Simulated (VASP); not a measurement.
**CuNi2O3: relaxation of shape and atoms at fixed volume with PBE**

CuNi2O3:

```
Cu Ni O
1.0
     2.93931    0.00000    0.00000
    -1.46966    2.54552    0.00000
     0.00000    0.00000    7.29944
Cu Ni O
1 2 3
Cartesian
  0.0000 0.0000 0.0000
  0.0000 1.6970 4.8660
  1.4697 0.8485 2.4335
  0.0000 0.0000 3.6497
  0.0000 1.6970 1.3325
  1.4697 0.8485 5.9669
```

```
Program                : VASP 6.6.1
Task                   : relaxation of shape and atoms at fixed volume
Functional             : PBE
Potentials or basis    : VASP PAW PBE potentials, release 64 (Cu, Ni, O)
Cutoff                 : 600 eV
k mesh                 : 12 × 12 × 4
Occupations            : gaussian, width 0.1 eV
Spin                   : collinear spin
Starting moments       : [-0.21, 1.44, 1.44, 0.22, 0.13, 0.13] μB
Dipole correction      : no
Further INCAR settings : ALGO = Normal; EDIFF = 1e-06; IBRION = 2; EDIFFG = -0.01; NSW = 50; ISIF = 4
```

The energy gained by relaxing is 0.1 meV/atom. The ionic steps are 5 and the pressure after relaxing is 5.8 GPa. The largest force after relaxing is 0.004 eV/Å and the band gap on the k mesh is zero (filled and empty bands overlap). The net moment is 2.98 μB per cell. The site moments are Cu -0.15; Ni +1.30; O +0.19, +0.12 (each value once) μB. The valence electrons inside the program's atomic spheres are Cu 9.80; Ni 9.05; O 4.98, 4.96 (each value once).

Forces on the atoms (eV/Å):
```
Cu   0.000  0.000  0.000
Ni   0.000  0.000 -0.004
Ni   0.000  0.000  0.004
O    0.000  0.000  0.000
O    0.000  0.000  0.000
O    0.000  0.000  0.000
```

Stress tensor (GPa, compression positive):
```
5.82 0.00 0.00
0.00 5.82 0.00
0.00 0.00 5.72
```

Step by step:
```
step  energy change (eV)  largest force (eV/Å)  pressure (GPa)  volume (Å³)
   1              0.0000                0.0809            5.82        54.62
   2             -0.0006                0.0366            5.80        54.62
   3             -0.0006                0.0323            5.86        54.62
   4             -0.0007                0.0182            5.79        54.62
   5             -0.0008                0.0042            5.79        54.62
```

Final structure:
```yaml
crystal:
  lattice:
    - [2.93939, 0.00000, 0.00000]
    - [-1.46970, 2.54559, 0.00000]
    - [0.00000, 0.00000, 7.29906]
  atoms:
    - { symbol: Cu, position: [0.00000, 0.00000, 0.00000] }
    - { symbol: Ni, position: [0.33333, 0.66667, 0.66661] }
    - { symbol: Ni, position: [0.66667, 0.33333, 0.33339] }
    - { symbol: O, position: [0.00000, 0.00000, 0.50000] }
    - { symbol: O, position: [0.33333, 0.66667, 0.18119] }
    - { symbol: O, position: [0.66667, 0.33333, 0.81881] }
```

Levels at points of the mesh, in eV from the Fermi level:
Spin up:
```
           k point  band 23  band 24  band 25  band 26  band 27  band 28  band 29  band 30
(0.00, 0.00, 0.00)    -1.64    -0.03    -0.03     0.05     0.05     1.44     5.14     5.22
(0.50, 0.00, 0.00)    -1.28    -0.35    -0.13    -0.11    -0.08     5.80     6.44     7.29
(0.00, 0.00, 0.50)    -1.24    -1.14    -1.14     0.50     0.50     2.75     3.39     5.74
(0.50, 0.00, 0.50)    -1.27    -1.26    -1.09     0.50     0.54     5.45     6.33     7.37
```
Spin down:
```
           k point  band 20  band 21  band 22  band 23  band 24  band 25  band 26  band 27
(0.00, 0.00, 0.00)    -1.33    -1.33    -1.33    -0.93     0.88     0.88     1.61     1.61
(0.50, 0.00, 0.00)    -0.96    -0.88    -0.80    -0.77     0.73     0.81     1.43     1.58
(0.00, 0.00, 0.50)    -1.27    -0.99    -0.99    -0.83     0.42     0.42     1.83     1.83
(0.50, 0.00, 0.50)    -0.98    -0.87    -0.79    -0.75     0.38     0.47     1.83     1.84
```

It took 8 min on 4 MPI ranks on Oxide Virtual Turin-like Processor, on a shared host, peak memory 0.34 GiB a rank.

Caveat: semilocal functionals often make such compounds metallic where correlation or magnetic order opens a gap, which also shifts bond lengths. With open d or f shells a metallic result of PBE can be an artefact of self-interaction; +U or a hybrid may open a gap.
